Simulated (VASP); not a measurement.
# Os (P6_3/mmc) in VASP: further runs

The runs below take Os through single point, with r2SCAN.

All numbers are computed with VASP 6.6.1; they aren't measurements. Logs are shortened: lines on timing, memory, paths and dates and some standing lists are left out, and cuts for length are marked.

### Step 1. The cell of the first run

It takes space group P6_3/mmc (No. 194, hexagonal). The conventional cell has a = 2.678 Å, b = 2.678 Å, c = 4.232 Å, α = 90.00°, β = 90.00°, γ = 120.00°. Within 3.5 Å of Os (site symmetry -6m2) lie 12 Os at 2.62 to 2.68 Å.

### Step 2. Single point, r2SCAN

The input, POSCAR:

```
Os
1.0
    2.6782863798      0.0000000000      0.0000000000
   -1.3391431899      2.3194640436      0.0000000000
    0.0000000000      0.0000000000      4.2315181138
Os
2
Direct
    0.6666666667      0.3333333333      0.7500000000
    0.3333333333      0.6666666667      0.2500000000
```

The input, INCAR.step1:

```
PREC = Accurate
ENCUT = 520
ISMEAR = -1
SIGMA = 0.05
LREAL = F
LASPH = T
NELM = 100
NBANDS = 15
GGA = PE
ALGO = Normal
EDIFF = 1E-4
LWAVE = T
LCHARG = F
```

The input, INCAR.step2:

```
PREC = Accurate
ENCUT = 520
EDIFF = 1E-7
ISMEAR = -1
SIGMA = 0.05
LREAL = F
LASPH = T
NELM = 100
ALGO = Normal
ISIF = 2
LWAVE = F
LCHARG = F
METAGGA = R2SCAN
LMIXTAU = T
NBANDS = 15
ISTART = 1
```

The input, KPOINTS:

```
regular mesh
0
Gamma
  11 11 6
```

Potentials or basis: VASP PAW PBE potentials, release 64 (Os).

Launch:

```console
$ cat potpaw_PBE.64/Os/POTCAR > POTCAR
$ cp INCAR.step1 INCAR
$ mpirun -np 1 vasp_std > vasp.out
$ cp INCAR.step2 INCAR
$ mpirun -np 1 vasp_std > vasp.out
```

OUTCAR:

```text
PREC = Accurate
   ENCUT = 520
   EDIFF = 1E-7
   ISMEAR = -1
   LREAL = F
   LASPH = T
   NELM = 100
   ISIF = 2
   METAGGA = R2SCAN
   ISTART = 1

 ion  position               nearest neighbor table
   1  0.667  0.333  0.750-   2 2.62   2 2.62   2 2.62   2 2.62   2 2.62   2 2.62
   2  0.333  0.667  0.250-   1 2.62   1 2.62   1 2.62   1 2.62   1 2.62   1 2.62

  LATTYP: Found a hexagonal cell.
 ALAT       =     2.6782863798
 C/A-ratio  =     1.5799348963

  Lattice vectors:

 A1 = (   2.6782863798,   0.0000000000,   0.0000000000)
 A2 = (  -1.3391431899,   2.3194640436,   0.0000000000)
 A3 = (   0.0000000000,   0.0000000000,   4.2315181138)

Analysis of symmetry for initial positions (statically):
=====================================================================
 Subroutine PRICEL returns:
 Original cell was already a primitive cell.

 Routine SETGRP: Setting up the symmetry group for a
 hexagonal supercell.

 Subroutine GETGRP returns: Found 24 space group operations
 (whereof 12 operations were pure point group operations)
 out of a pool of 24 trial point group operations.

The static configuration has the point symmetry D_3d.
 The point group associated with its full space group is D_6h.

Analysis of symmetry for dynamics (positions and initial velocities):
=====================================================================
 Subroutine PRICEL returns:
 Original cell was already a primitive cell.

 Routine SETGRP: Setting up the symmetry group for a
 hexagonal supercell.

 Subroutine GETGRP returns: Found 24 space group operations
 (whereof 12 operations were pure point group operations)
 out of a pool of 24 trial point group operations.

The dynamic configuration has the point symmetry D_3d.
 The point group associated with its full space group is D_6h.

 Subroutine INISYM returns: Found 24 space group operations
 (whereof 12 operations are pure point group operations),
 and found     1 'primitive' translations

----------------------------------------------------------------------------------------

                                     Primitive cell

  volume of cell :      26.2870

  direct lattice vectors                    reciprocal lattice vectors
     2.678286380  0.000000000  0.000000000     0.373373067  0.215567041  0.000000000
    -1.339143190  2.319464044  0.000000000     0.000000000  0.431134081  0.000000000
     0.000000000  0.000000000  4.231518114     0.000000000  0.000000000  0.236321805

  length of vectors
     2.678286380  2.678286380  4.231518114     0.431134082  0.431134081  0.236321805

  position of ions in fractional coordinates (direct lattice)
     0.666666667  0.333333333  0.750000000
     0.333333333  0.666666667  0.250000000

  ion indices of the primitive-cell ions
   primitive index   ion index
                 1           1
                 2           2

----------------------------------------------------------------------------------------

 KPOINTS: regular mesh

Automatic generation of k-mesh.
 Grid dimensions read from file:
 generate k-points for:   11   11    6

 Generating k-lattice:

  Cartesian coordinates                     Fractional coordinates (reciprocal lattice)
     0.033943006  0.019597004  0.000000000     0.090909091  0.000000000  0.000000000
     0.000000000  0.039194007  0.000000000     0.000000000  0.090909091  0.000000000
     0.000000000  0.000000000  0.039386968     0.000000000  0.000000000  0.166666667

  Length of vectors
     0.039194007  0.039194007  0.039386968

  Shift w.r.t. Gamma in fractional coordinates (k-lattice)
     0.000000000  0.000000000  0.000000000

 Subroutine IBZKPT returns following result:
 ===========================================

 Found     64 irreducible k-points:

 Following reciprocal coordinates:
            Coordinates               Weight
  0.000000  0.000000  0.000000      1.000000
  0.090909  0.000000  0.000000      6.000000
  0.181818  0.000000  0.000000      6.000000
  0.272727  0.000000  0.000000      6.000000
  0.363636  0.000000  0.000000      6.000000
[... 46 lines left out ...]
  band No.  band energies     occupation
      1      -1.7816      2.00000
      2       1.4644      2.00000
      3       6.7575      2.00000
      4       6.7575      2.00000
      5       7.0532      2.00000
      6       7.7209      2.00000
      7       7.7209      2.00000
      8       8.4507      2.00000
      9       8.4507      2.00000
     10      10.2699      0.32192
     11      12.1621      0.00000
     12      12.1621      0.00000
     13      20.6064      0.00000
     14      24.9688      0.00000
     15      27.8732      0.00000

 k-point     2 :       0.0909    0.0000    0.0000
  band No.  band energies     occupation
      1      -1.4082      2.00000
      2       1.7921      2.00000
      3       6.1177      2.00000
      4       7.0917      2.00000
      5       7.4571      2.00000
      6       7.6410      2.00000
      7       7.9080      2.00000
      8       8.0336      2.00000
      9       8.1862      2.00000
     10       9.0765      2.00000
     11      12.3476      0.00000
     12      13.9827      0.00000
     13      20.5868      0.00000
     14      25.7512      0.00000
     15      28.3512      0.00000

 k-point     3 :       0.1818    0.0000    0.0000
  band No.  band energies     occupation
      1      -0.3846      2.00000
      2       2.5484      2.00000
      3       5.3799      2.00000
      4       6.2468      2.00000
      5       6.9805      2.00000
      6       7.5926      2.00000
      7       8.0592      2.00000
      8       8.3838      2.00000
      9       8.4898      2.00000
     10       8.9313      2.00000
     11      12.7233      0.00000
     12      16.6475      0.00000
     13      20.3872      0.00000
     14      27.2537      0.00000
     15      28.6678      0.00000
[... 343 lines left out ...]
 k-point    23 :       0.0909    0.0909    0.1667
  band No.  band energies     occupation
      1      -0.3620      2.00000
      2       2.4774      2.00000
      3       5.5414      2.00000
      4       6.0197      2.00000
      5       6.8691      2.00000
      6       7.2801      2.00000
      7       7.8310      2.00000
      8       8.2183      2.00000
      9       9.0337      2.00000
     10       9.1051      2.00000
     11      12.4967      0.00000
     12      14.8159      0.00000
     13      22.1458      0.00000
     14      26.4407      0.00000
     15      28.7960      0.00000

 k-point    24 :       0.1818    0.0909    0.1667
  band No.  band energies     occupation
      1       0.7720      2.00000
      2       3.2526      2.00000
      3       4.8206      2.00000
      4       5.0582      2.00000
      5       6.4638      2.00000
      6       7.1751      2.00000
      7       7.8519      2.00000
      8       8.9286      2.00000
      9       9.6210      1.99998
     10      10.0599      1.85499
     11      12.6822      0.00000
     12      16.5543      0.00000
     13      22.0524      0.00000
     14      26.8645      0.00000
     15      27.8643      0.00000

 [... further k-points ...]

------------------------ aborting loop because EDIFF is reached ----------------------------------------

  FORCE on cell =-STRESS in cart. coord.  units (eV):
  Direction    XX          YY          ZZ          XY          YZ          ZX
  --------------------------------------------------------------------------------------
  -------------------------------------------------------------------------------------
  Total        5.5161642      5.5161642      5.7655256      0.0000000     -0.0000000      0.0000000
  in kB      336.2071181    336.2071181    351.4055550      0.0000000     -0.0000000      0.0000000
  external PRESSURE =     341.2732637 kB  Pullay stress =       0.0000000 kB

 VOLUME and BASIS-vectors are now :
 -----------------------------------------------------------------------------
  energy-cutoff  :      520.00
  volume of cell :       26.29
      direct lattice vectors                 reciprocal lattice vectors
     2.678286380  0.000000000  0.000000000     0.373373067  0.215567041  0.000000000
    -1.339143190  2.319464044  0.000000000     0.000000000  0.431134081  0.000000000
     0.000000000  0.000000000  4.231518114     0.000000000  0.000000000  0.236321805

 POSITION                                       TOTAL-FORCE (eV/Angst)
 -----------------------------------------------------------------------------------
      1.33914      0.77315      3.17364        -0.000000      0.000000      0.000000
     -0.00000      1.54631      1.05788         0.000000     -0.000000      0.000000
 -----------------------------------------------------------------------------------
    total drift:                                0.000000     -0.000000     -0.000000

  FREE ENERGIE OF THE ION-ELECTRON SYSTEM (eV)
  ---------------------------------------------------
  free  energy   TOTEN  =      -105.8152305034 eV

  energy  without entropy=     -105.8040183588  energy(sigma->0) =     -105.80962443
```

Wall time 2.2 min (1 thread of Intel Xeon 8259CL, shared host); peak memory 0.12 GiB.

What came out:

| Property | Result |
| --- | --- |
| Free energy | -105.8152 eV |
| Pressure | 34.1 GPa |
| Band gap on the k mesh | zero (bands 8 and 9 overlap by 4.47 eV) |

Caveat: the cell stands under pressure; the PAW data sets were made with another functional, which shifts forces and pressure a little; spin-orbit coupling is left out, which moves the levels of the heavy elements.

### Step 3. Single point, r2SCAN

This run uses another cell than the first one, of 13.42 Å³/atom.

The input, POSCAR:

```
Os
1.0
    2.6971481730      0.0000000000      0.0000000000
   -1.3485740865      2.3357988356      0.0000000000
    0.0000000000      0.0000000000      4.2613185190
Os
2
Direct
    0.6666666667      0.3333333333      0.7500000000
    0.3333333333      0.6666666667      0.2500000000
```

The input, INCAR.step1:

```
SYSTEM = Os
PREC = Accurate
ENCUT = 520
ISMEAR = -1
SIGMA = 0.05
LREAL = .False.
LASPH = .True.
NELM = 60
NBANDS = 15
GGA = PE
ALGO = Normal
EDIFF = 1E-4
LWAVE = .True.
LCHARG = .False.
```

The input, INCAR.step2:

```
SYSTEM = Os
PREC = Accurate
ENCUT = 520
EDIFF = 1E-6
ISMEAR = -1
SIGMA = 0.05
LREAL = .False.
LASPH = .True.
NELM = 60
ALGO = Normal
ISIF = 2
LWAVE = .False.
LCHARG = .False.
METAGGA = R2SCAN
LMIXTAU = .True.
NBANDS = 15
ISTART = 1
```

The input, KPOINTS:

```
Automatic mesh
0
Gamma
  11 11 6
  0 0 0
```

Potentials or basis: VASP PAW PBE potentials, release 64 (Os).

Launch:

```console
$ cat potpaw_PBE.64/Os/POTCAR > POTCAR
$ cp INCAR.step1 INCAR
$ mpirun -np 1 vasp_std > vasp.out
$ cp INCAR.step2 INCAR
$ mpirun -np 1 vasp_std > vasp.out
```

Run time: 1.9 min. Hardware: 1 thread of Intel Xeon 8259CL, shared host; peak memory 0.12 GiB.

Results (log left out):

- Free energy: -105.9134 eV
- Pressure: 22.2 GPa
- Band gap on the k mesh: zero (bands 8 and 9 overlap by 4.32 eV)

Stress tensor (GPa, compression positive):
```
21.94  0.00  0.00
 0.00 21.94  0.00
 0.00  0.00 22.68
```

Levels at points of the mesh, in eV from the Fermi level:
```csv
k point,band 6,band 7,band 8,band 9,band 10,band 11
"(0.00, 0.00, 0.00)",-2.39,-2.39,-1.69,-1.69,0.07,1.92
"(0.00, 0.00, 0.50)",-3.54,-3.54,-3.54,1.05,1.05,1.05
```

Caveat: the cell stands under pressure; the PAW data sets were made with another functional, which shifts forces and pressure a little; spin-orbit coupling is left out, which moves the levels of the heavy elements.

### Step 4. Single point, r2SCAN

This run uses another cell than the first one, of 13.70 Å³/atom.

The input, POSCAR:

```
Os
1.0
    2.7157497827      0.0000000000      0.0000000000
   -1.3578748913      2.3519083021      0.0000000000
    0.0000000000      0.0000000000      4.2907078513
Os
2
Direct
    0.6666666667      0.3333333333      0.7500000000
    0.3333333333      0.6666666667      0.2500000000
```

The input, INCAR.step1:

```
SYSTEM = Os
PREC = Accurate ; ENCUT = 520
ISMEAR = -1 ; SIGMA = 0.05
LREAL = .FALSE. ; LASPH = .TRUE.
NELM = 100 ; NBANDS = 15
GGA = PE ; ALGO = Normal
EDIFF = 1E-4 ; LWAVE = .TRUE.
LCHARG = .FALSE.
```

The input, INCAR.step2:

```
SYSTEM = Os
PREC = Accurate ; ENCUT = 520
EDIFF = 1E-6 ; ISMEAR = -1
SIGMA = 0.05 ; LREAL = .FALSE.
LASPH = .TRUE. ; NELM = 100
ALGO = Normal ; ISIF = 2
LWAVE = .FALSE. ; LCHARG = .TRUE.
METAGGA = R2SCAN ; LMIXTAU = .TRUE.
LELF = .TRUE. ; LVHAR = .TRUE.
NBANDS = 15 ; ISTART = 1
```

The input, KPOINTS:

```
Automatic mesh
0
G
  11 11 6
  0 0 0
```

Launch:

```console
$ cat potpaw_PBE.64/Os/POTCAR > POTCAR
$ cp INCAR.step1 INCAR
$ mpirun -np 1 vasp_std > vasp.out
$ cp INCAR.step2 INCAR
$ mpirun -np 1 vasp_std > vasp.out
```

It took 1.7 min on 1 thread of Intel Xeon 8259CL, shared host; peak memory 0.13 GiB.

Results (log left out):

- Free energy: -105.9723 eV
- Pressure: 11.6 GPa
- Band gap on the k mesh: zero (bands 8 and 9 overlap by 4.19 eV)

Levels at points of the mesh, in eV from the Fermi level:
| k point | band 6 | band 7 | band 8 | band 9 | band 10 | band 11 |
| --- | --- | --- | --- | --- | --- | --- |
| (0.00, 0.00, 0.00) | -2.32 | -2.32 | -1.64 | -1.64 | 0.06 | 1.86 |
| (0.00, 0.00, 0.50) | -3.43 | -3.43 | -3.43 | 1.01 | 1.01 | 1.01 |

Caveat: the cell stands under pressure; the PAW data sets were made with another functional, which shifts forces and pressure a little; spin-orbit coupling is left out, which moves the levels of the heavy elements.

### Step 5. Single point, r2SCAN

This run uses another cell than the first one, of 14.26 Å³/atom.

The input, POSCAR:

```
Os
1.0
    2.7522071502      0.0000000000      0.0000000000
   -1.3761035751      2.3834813086      0.0000000000
    0.0000000000      0.0000000000      4.3483081185
Os
2
Direct
    0.6666666667      0.3333333333      0.7500000000
    0.3333333333      0.6666666667      0.2500000000
```

The input, INCAR.step1:

```
SYSTEM = Os
PREC = Accurate
ENCUT = 520
ISMEAR = -1
SIGMA = 0.05
LREAL = .False.
LASPH = .True.
NELM = 80
NBANDS = 15
GGA = PE
ALGO = Normal
EDIFF = 1E-4
LWAVE = .True.
LCHARG = .False.
```

The input, INCAR.step2:

```
SYSTEM = Os
PREC = Accurate
ENCUT = 520
EDIFF = 1E-6
ISMEAR = -1
SIGMA = 0.05
LREAL = .False.
LASPH = .True.
NELM = 80
ALGO = Normal
ISIF = 2
LWAVE = .False.
LCHARG = .False.
METAGGA = R2SCAN
LMIXTAU = .True.
NBANDS = 15
ISTART = 1
```

The input, KPOINTS:

```
regular mesh
0
Gamma
  11 11 6
  0 0 0
```

Launch:

```console
$ cat potpaw_PBE.64/Os/POTCAR > POTCAR
$ cp INCAR.step1 INCAR
$ mpirun -np 1 vasp_std > vasp.out
$ cp INCAR.step2 INCAR
$ mpirun -np 1 vasp_std > vasp.out
```

Run time: 1.7 min. Hardware: 1 thread of Intel Xeon 8259CL, shared host; peak memory 0.13 GiB.

It converged, with:

```yaml
Free_energy: -105.9889 eV
Pressure: -6.3 GPa
Band_gap_on_the_k_mesh: zero (bands 8 and 9 overlap by 3.93 eV)
```

Stress tensor (GPa, compression positive):
```
-5.93  0.00  0.00
 0.00 -5.93  0.00
 0.00  0.00 -7.09
```

Levels at points of the mesh, in eV from the Fermi level:
```
           k point  band 4  band 5  band 6  band 7  band 8  band 9  band 10  band 11  band 12  band 13
(0.00, 0.00, 0.00)   -3.03   -2.78   -2.19   -2.19   -1.55   -1.55     0.06     1.75     1.75     9.38
(0.00, 0.00, 0.50)   -3.58   -3.23   -3.23   -3.23   -3.23    0.94     0.94     0.94     0.94    14.50
```

Caveat: the cell stands under tension; the PAW data sets were made with another functional, which shifts forces and pressure a little; spin-orbit coupling is left out, which moves the levels of the heavy elements.

### Step 6. Single point, r2SCAN

This run uses another cell than the first one, of 14.54 Å³/atom.

The input, POSCAR:

```
Os
1.0
    2.7700791260      0.0000000000      0.0000000000
   -1.3850395630      2.3989588936      0.0000000000
    0.0000000000      0.0000000000      4.3765446767
Os
2
Direct
    0.6666666667      0.3333333333      0.7500000000
    0.3333333333      0.6666666667      0.2500000000
```

The input, INCAR.step1:

```
SYSTEM = Os
PREC = Accurate ; ENCUT = 520
ISMEAR = -1 ; SIGMA = 0.05
LREAL = .FALSE. ; LASPH = .TRUE.
NELM = 80 ; NBANDS = 15
GGA = PE ; ALGO = Normal
EDIFF = 1E-4 ; LWAVE = .TRUE.
LCHARG = .FALSE.
```

The input, INCAR.step2:

```
SYSTEM = Os
PREC = Accurate ; ENCUT = 520
EDIFF = 1E-6 ; ISMEAR = -1
SIGMA = 0.05 ; LREAL = .FALSE.
LASPH = .TRUE. ; NELM = 80
ALGO = Normal ; ISIF = 2
LWAVE = .FALSE. ; LCHARG = .TRUE.
METAGGA = R2SCAN ; LMIXTAU = .TRUE.
LELF = .TRUE. ; LVHAR = .TRUE.
NBANDS = 15 ; ISTART = 1
```

The input, KPOINTS:

```
regular mesh
0
G
  11 11 6
  0 0 0
```

Potentials or basis: VASP PAW PBE potentials, release 64 (Os).

Launch:

```console
$ cat potpaw_PBE.64/Os/POTCAR > POTCAR
$ cp INCAR.step1 INCAR
$ mpirun -np 1 vasp_std > vasp.out
$ cp INCAR.step2 INCAR
$ mpirun -np 1 vasp_std > vasp.out
```

Run time: 2.8 min. Hardware: 1 thread of Intel Xeon 8259CL, shared host; peak memory 0.15 GiB.

It converged, with:

- Free energy: -105.9540 eV
- Pressure: -13.8 GPa
- Band gap on the k mesh: zero (bands 8 and 9 overlap by 3.81 eV)

Stress tensor (GPa, compression positive):
```
-13.24   0.00   0.00
  0.00 -13.24   0.00
  0.00   0.00 -14.91
```

Levels at points of the mesh, in eV from the Fermi level:
| k point | band 5 | band 6 | band 7 | band 8 | band 9 | band 10 | band 11 | band 12 |
| --- | --- | --- | --- | --- | --- | --- | --- | --- |
| (0.00, 0.00, 0.00) | -2.70 | -2.13 | -2.13 | -1.51 | -1.51 | 0.06 | 1.70 | 1.70 |
| (0.00, 0.00, 0.50) | -3.14 | -3.14 | -3.14 | -3.14 | 0.90 | 0.90 | 0.90 | 0.90 |

Caveat: the cell stands under tension; the PAW data sets were made with another functional, which shifts forces and pressure a little; spin-orbit coupling is left out, which moves the levels of the heavy elements.

### Step 7. Summary

```tsv
cell	gap on the mesh (eV)	pressure (GPa)
a = 2.678, b = 2.678, c = 4.232 Å, angles 90.0, 90.0, 120.0°, 2 atoms	none	34.1
a = 2.697, b = 2.697, c = 4.261 Å, angles 90.0, 90.0, 120.0°, 2 atoms	none	22.2
a = 2.716, b = 2.716, c = 4.291 Å, angles 90.0, 90.0, 120.0°, 2 atoms	none	11.6
a = 2.752, b = 2.752, c = 4.348 Å, angles 90.0, 90.0, 120.0°, 2 atoms	none	-6.3
a = 2.770, b = 2.770, c = 4.377 Å, angles 90.0, 90.0, 120.0°, 2 atoms	none	-13.8
```

Alike in all rows: task single point; level r2SCAN; potentials or basis VASP PAW PBE potentials, release 64 (Os); no spin polarisation; k mesh 11 × 11 × 6; cutoff (eV) 520; smearing fermi-dirac 0.05 eV.

Caveats: the PAW data sets were made with another functional, which shifts forces and pressure a little; spin-orbit coupling is left out, which moves the levels of the heavy elements; the cell stands under pressure (at least some runs); the cell stands under tension (at least some runs).

Absolute energies hang on the potentials; compare differences alone.
